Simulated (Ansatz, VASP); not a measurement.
# Al in VASP and in Ansatz

```
Al
1.0
     0.00000    2.02068    2.02068
     2.02068    0.00000    2.02068
     2.02068    2.02068    0.00000
Al
1
Direct
  0.00000 0.00000 0.00000
```

Alike in both runs: task single point; functional PBE; k mesh 22 × 22 × 22; occupations fermi-dirac, width 0.05 eV; non-collinear spin, spin-orbit coupling.

|  | VASP | Ansatz |
| --- | --- | --- |
| version | VASP 6.6.1 | Ansatz 0.2.0 |
| potentials or method | VASP PAW PBE potentials, release 64 (Al), cutoff 520 eV | all-electron LAPW |

```csv
,VASP,Ansatz,Ansatz less VASP
pressure (GPa),0.0,0.0,+0.03
```

Ansatz ran all-electron here, and VASP with PAW potentials.
